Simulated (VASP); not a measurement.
Here is a VASP 6.6.1 calculation.

The input INCAR:

```
PREC = Accurate
ENCUT = 520
EDIFF = 1E-6
ISMEAR = -1
SIGMA = 0.1
LREAL = False
LASPH = True
NELM = 100
ALGO = Normal
ISIF = 2
LWAVE = False
LCHARG = False
GGA = CA
NBANDS = 43
```

Contents of KPOINTS:

```
Automatic mesh
0
Gamma
  10 10 2
```

Contents of POSCAR:

```
Nb2AlC
1.0
    3.1838124109      0.0000000000      0.0000000000
   -1.5919062055      2.7572624847      0.0000000000
    0.0000000000      0.0000000000     14.2114308134
Al Nb C
2 4 2
Direct
    0.3333333333      0.6666666667      0.7500000000
    0.6666666667      0.3333333333      0.2500000000
    0.3333333333      0.6666666667      0.0897490000
    0.6666666667      0.3333333333      0.5897490000
    0.6666666667      0.3333333333      0.9102510000
    0.3333333333      0.6666666667      0.4102510000
    0.0000000000      0.0000000000      0.0000000000
    0.0000000000      0.0000000000      0.5000000000
```

Potentials or basis: VASP PAW LDA potentials, release 64 (Al, Nb_sv, C).

The run is started by

```console
$ cat potpaw_LDA.64/Al/POTCAR potpaw_LDA.64/Nb_sv/POTCAR potpaw_LDA.64/C/POTCAR > POTCAR
$ mpirun -np 1 vasp_std > vasp.out
```

Problem. Predict the band gap on the k mesh.

Solution. Zero (bands 33 and 34 overlap by 2.16 eV).

Problem. What does it give for the largest force?

Solution. 1.313 eV/Å.

Problem. Predict the pressure.

Solution. -18.9 GPa.

Forces in eV/Å, atoms in the order of the input:
```
Al   0.000  0.000  0.000
Al   0.000  0.000  0.000
Nb   0.000  0.000 -1.313
Nb   0.000  0.000 -1.313
Nb   0.000  0.000  1.313
Nb   0.000  0.000  1.313
C    0.000  0.000  0.000
C    0.000  0.000  0.000
```

Caveat: the cell stands under tension; forces of over 1 eV/Å act on the atoms, so gaps and moduli don't describe the material at rest.
